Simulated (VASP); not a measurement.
# Al2Cu (Immm) in VASP: single point with PBE

Aim: the single point of Al2Cu with PBE.

All numbers are computed with VASP 6.6.1; they aren't measurements. Logs are shortened: lines on timing, memory, paths and dates and some standing lists are left out, and cuts for length are marked.

## 1. The cell of the first run

Symmetry: Immm, No. 71, orthorhombic system. The conventional cell has a = 4.089 Å, b = 4.089 Å, c = 6.053 Å, α = 90.00°, β = 90.00°, γ = 90.00°. Al (site symmetry mm2) has 4 Cu at 2.51 to 2.58 Å and 6 Al at 2.89 to 3.15 Å within 3.3 Å. Within 3.3 Å of Cu (site symmetry mmm) lie 8 Al at 2.51 to 2.58 Å.

## 2. Single point, PBE (atoms displaced along a vibrational mode, the cell strained)

The input, INCAR:

```
ALGO = Fast ; EDIFF = 1E-7
ENCUT = 520 ; GGA = PE
ISIF = 2 ; ISMEAR = 0
LASPH = T ; LCHARG = F
LREAL = F ; LWAVE = F
NBANDS = 16 ; NELM = 100
PREC = Accurate ; SIGMA = 0.15
```

The input, KPOINTS:

```
k-points
0
Gamma
  14 14 14
```

The input, POSCAR:

```
Al2Cu
1.0
   -2.0446004822      2.0446004822      3.0264298293
    2.0446004822     -2.0446004822      3.0264298293
    2.0446004822      2.0446004822     -3.0264298293
Al Cu
2 1
Direct
    0.7396244084      0.2396244084      0.5000000000
    0.2603755916      0.7603755916      0.5000000000
    0.5000000000      0.5000000000      0.0000000000
```

Potentials or basis: VASP PAW PBE potentials, release 64 (Al, Cu).

The run is started by

```sh
cat potpaw_PBE.64/Al/POTCAR potpaw_PBE.64/Cu/POTCAR > POTCAR
mpirun -np 1 vasp_std > vasp.out
```

OUTCAR:

```text
EDIFF = 1E-7
   ENCUT = 520
   GGA = PE
   ISIF = 2
   ISMEAR = 0
   LASPH = T
   LREAL = F
   NELM = 100
   PREC = Accurate

 ion  position               nearest neighbor table
   1  0.740  0.240  0.500-   3 2.51   3 2.51   3 2.58   3 2.58   2 2.89   2 2.89   2 2.89   2 2.89
                             2 2.90   2 3.15
   2  0.260  0.760  0.500-   3 2.51   3 2.51   3 2.58   3 2.58   1 2.89   1 2.89   1 2.89   1 2.89
                             1 2.90   1 3.15
   3  0.500  0.500  0.000-   1 2.51   2 2.51   1 2.51   2 2.51   1 2.58   2 2.58   2 2.58   1 2.58

  LATTYP: Found a body centered tetragonal cell.
 ALAT       =     4.0892009644
 C/A-ratio  =     1.4802059648

  Lattice vectors:

 A1 = (  -2.0446004822,   2.0446004822,   3.0264298293)
 A2 = (   2.0446004822,  -2.0446004822,   3.0264298293)
 A3 = (   2.0446004822,   2.0446004822,  -3.0264298293)

Analysis of symmetry for initial positions (statically):
=====================================================================
 Subroutine PRICEL returns:
 Original cell was already a primitive cell.

 Routine SETGRP: Setting up the symmetry group for a
 body centered tetragonal supercell.

 Subroutine GETGRP returns: Found  8 space group operations
 (whereof  8 operations were pure point group operations)
 out of a pool of 16 trial point group operations.

The static configuration has the point symmetry D_2h.

Analysis of symmetry for dynamics (positions and initial velocities):
=====================================================================
 Subroutine PRICEL returns:
 Original cell was already a primitive cell.

 Routine SETGRP: Setting up the symmetry group for a
 body centered tetragonal supercell.

 Subroutine GETGRP returns: Found  8 space group operations
 (whereof  8 operations were pure point group operations)
 out of a pool of 16 trial point group operations.

The dynamic configuration has the point symmetry D_2h.

 Subroutine INISYM returns: Found  8 space group operations
 (whereof  8 operations are pure point group operations),
 and found     1 'primitive' translations

----------------------------------------------------------------------------------------

                                     Primitive cell

[... 89 lines left out ...]
   LASPH  =      T    aspherical Exc in radial PAW
   ENCUT  =  520.0 eV  38.22 Ry    6.18 a.u.   7.78  7.78  7.78*2*pi/ulx,y,z
   NELM   =    100;   NELMIN=  2; NELMDL= -5     # of ELM steps
   EDIFF  = 0.1E-06   stopping-criterion for ELM
   LREAL  =      F    real-space projection
   EDIFFG = 0.1E-05   stopping-criterion for IOM
   NSW    =      0    number of steps for IOM
   IBRION =     -1    ionic relax: 0-MD 1-quasi-New 2-CG
   NFREE  =      0    steps in history (QN), initial steepest desc. (CG)
   ISIF   =      2    stress and relaxation
   ISYM   =      2    0-nonsym 1-usesym 2-fastsym
   POTIM  = 0.5000    time-step for ionic-motion
   TEBEG  =    0.0;   TEEND  =   0.0 temperature during run
   PSTRESS=    0.0 pullay stress
   NELECT =      17.0000    total number of electrons
   NUPDOWN=      -1.0000    fix difference up-down
   EMIN   =  10.00;   EMAX   =-10.00  energy-range for DOS
   EFERMI =   0.00;   METHOD = LEGACY
   ISMEAR =     0;   SIGMA  =   0.15  broadening in eV -4-tet -1-fermi 0-gaus
   EFERMI_NEDOS =   21; number of points for ismear=-14 and -15
   IALGO  =     68    algorithm
   IMIX   =      4    mixing-type and parameters
     AMIX     =   0.40;   BMIX     =  1.00
     AMIX_MAG =   1.60;   BMIX_MAG =  1.00
  volume/ion in A,a.u.               =      16.87       113.84
  Fermi-wavevector in a.u.,A,eV,Ry     =   1.138034  2.150573 17.621201  1.295122
  Thomas-Fermi vector in A             =   2.274739
   LORBIT       =      0    0 simple, 1 ext, 2 COOP (PROOUT), +10 PAW based schemes
   GGA     = PE    functional components
   LHFCALC =     F    Hartree Fock is set to
   AEXX    =    0.0000 exact exchange contribution
   IVDW    =     0    specifies the selected vdW correction
   LEPSILON=     F    determine dielectric tensor
   LRPA    =     F    only Hartree local field effects (RPA)
 non-spin polarized calculation
 RMM-DIIS sequential band-by-band and
 Gauss-broadening in eV      SIGMA  =   0.15
  energy-cutoff  :      520.00
  volume of cell :       50.61
 maximum number of plane-waves:      1380
   NGX = 15   NGY = 15   NGZ = 15

 number of electron      16.9999986 magnetization

 Free energy of the ion-electron system (eV)
  ---------------------------------------------------
  ext. energy  EPLUGINS =         0.00000000
  ---------------------------------------------------
  free energy    TOTEN  =       -11.69177049 eV

  energy without entropy =      -11.68124100  energy(sigma->0) =      -11.68650575

 E-fermi :   6.4538     XC(G=0): -10.2176

 val. band max:        6.4503539881   @ k =   0.0000   0.4286  -0.0714
 cond. band min:       6.4583748429   @ k =  -0.2857   0.1429  -0.0000
 fundamental gap:      0.0080208548
 Fermi energy:         6.4538420899

 k-point     1 :       0.0000    0.0000    0.0000
  band No.  band energies     occupation
      1      -3.3934      2.00000
      2       2.0822      2.00000
      3       2.1501      2.00000
      4       2.1648      2.00000
      5       2.6327      2.00000
      6       2.6893      2.00000
[... 433 lines left out ...]
      3       2.2855      2.00000
      4       2.3240      2.00000
      5       2.6283      2.00000
      6       2.7065      2.00000
[... 8 lines left out ...]
     15      14.5010      0.00000
     16      16.2442      0.00000

 [... further k-points ...]

------------------------ aborting loop because EDIFF is reached ----------------------------------------

  FORCE on cell =-STRESS in cart. coord.  units (eV):
  Direction    XX          YY          ZZ          XY          YZ          ZX
  --------------------------------------------------------------------------------------
  -------------------------------------------------------------------------------------
  Total       -0.3315578     -1.3388063     -1.7236947     -0.0000000      0.0000000      0.0000000
  in kB      -10.4969316    -42.3858431    -54.5711873     -0.0000000      0.0000000      0.0000000
  external PRESSURE =     -35.8179873 kB  Pullay stress =       0.0000000 kB

 VOLUME and BASIS-vectors are now :
 -----------------------------------------------------------------------------
  energy-cutoff  :      520.00
  volume of cell :       50.61
      direct lattice vectors                 reciprocal lattice vectors
    -2.044600482  2.044600482  3.026429829     0.000000000  0.244546553  0.165211166
     2.044600482 -2.044600482  3.026429829     0.244546553  0.000000000  0.165211166
     2.044600482  2.044600482 -3.026429829     0.244546553  0.244546553  0.000000000

 POSITION                                       TOTAL-FORCE (eV/Angst)
 -----------------------------------------------------------------------------------
      0.00000      2.04460      1.45041        -0.000000      0.000000      0.299899
      2.04460      0.00000      1.57602         0.000000     -0.000000     -0.299899
      0.00000      0.00000      3.02643         0.000000      0.000000      0.000000
 -----------------------------------------------------------------------------------
    total drift:                               -0.000000      0.000000     -0.000000

  FREE ENERGIE OF THE ION-ELECTRON SYSTEM (eV)
  ---------------------------------------------------
  free  energy   TOTEN  =       -11.6917704912 eV

  energy  without entropy=      -11.6812409998  energy(sigma->0) =      -11.68650575
```

Run time: 2.5 min. Hardware: 1 thread of Intel Xeon 6975P-C (Granite Rapids), shared host; peak memory 0.44 GiB.

What came out:

```
Free energy            : -11.6918 eV
Pressure               : -3.6 GPa
Largest force          : 0.300 eV/Å
Band gap on the k mesh : zero (an odd number of electrons rules out a gap without spin polarisation)
```

Forces on the atoms (eV/Å):
```
Al   0.000  0.000  0.300
Al   0.000  0.000 -0.300
Cu   0.000  0.000  0.000
```

Stress tensor (GPa, compression positive):
```
-1.05  0.00  0.00
 0.00 -4.24  0.00
 0.00  0.00 -5.46
```

Caveat: the cell differs from its parent crystal (atoms displaced along a vibrational mode, the cell strained); the cell stands under tension.
